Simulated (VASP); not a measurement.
Set up this calculation in VASP 6.6.1, as the native input.

```
Task                   : relaxation of shape and atoms at fixed volume
Functional             : PBE
Potentials or basis    : VASP PAW PBE potentials, release 64 (Hf_pv, O)
Cutoff                 : 600 eV
k mesh                 : 9 × 9 × 12
Occupations            : gaussian, width 0.02 eV
Spin                   : collinear spin, ferromagnetic start
Starting moments       : [0.2, 0.2, 0.2, 0.2, 0.2, 0.2] μB
Hubbard terms          : Hf d U = 8.0 eV
Dipole correction      : no
Further INCAR settings : ALGO = Normal; EDIFF = 1e-07; IBRION = 2; EDIFFG = -0.01; NSW = 50; ISIF = 4
```

The structure of HfO2 lies in POSCAR:

```
HfO2
1.0
    4.8310693501      0.0000000000      0.0000000000
    0.0000000000      4.8310693501      0.0000000000
    0.0000000000      0.0000000000      3.2049751305
Hf O
2 4
Direct
    0.0000000000      0.0000000000      0.0000000000
    0.5000000000      0.5000000000      0.5000000000
    0.1948153545      0.8051846455      0.5000000000
    0.3051846455      0.3051846455      0.0000000000
    0.6948153545      0.6948153545      0.0000000000
    0.8051846455      0.1948153545      0.5000000000
```

One way to write it, as run:

INCAR

```
SYSTEM = HfO2
PREC = Accurate ; ENCUT = 600
EDIFF = 1E-7 ; ISMEAR = 0
SIGMA = 0.02 ; LREAL = .FALSE.
LASPH = .TRUE. ; NELM = 200
ALGO = Normal ; ISIF = 4
LWAVE = .FALSE. ; LCHARG = .FALSE.
ISPIN = 2 ; MAGMOM = 0.2 0.2 0.2 0.2 0.2 0.2
LORBIT = 11 ; LMAXMIX = 4
LDAU = .TRUE. ; LDAUTYPE = 2
LDAUL = 2 -1 ; LDAUU = 8 0
LDAUJ = 0 0 ; LDAUPRINT = 1
GGA = PE ; IBRION = 2
NSW = 50 ; EDIFFG = -0.01
GGA_COMPAT = .FALSE. ; NELMIN = 4
KPAR = 4
```

KPOINTS

```
regular mesh
0
G
  9 9 12
  0 0 0
```

Potentials or basis: VASP PAW PBE potentials, release 64 (Hf_pv, O).

Command:

```console
$ cat potpaw_PBE.64/Hf_pv/POTCAR potpaw_PBE.64/O/POTCAR > POTCAR
$ mpirun -np 4 vasp_std > vasp.out
```

It gave:

```json
{
  "Energy gained by relaxing": "9.2 meV/atom",
  "Ionic steps": "5",
  "Pressure after relaxing": "22.9 GPa",
  "Largest force after relaxing": "0.005 eV/Å",
  "Band gap on the k mesh": "4.66 eV",
  "Net moment": "0.00 μB per cell",
  "Valence electrons inside the program's atomic spheres": "Hf 8.26; O 5.16"
}
```

Caveat: spin-orbit coupling is left out, which moves the levels of the heavy elements.

Wall time 4.4 min on 4 MPI ranks on AMD EPYC 9R45 96-Core Processor (Zen 5), on a shared host, peak memory 0.49 GiB a rank.
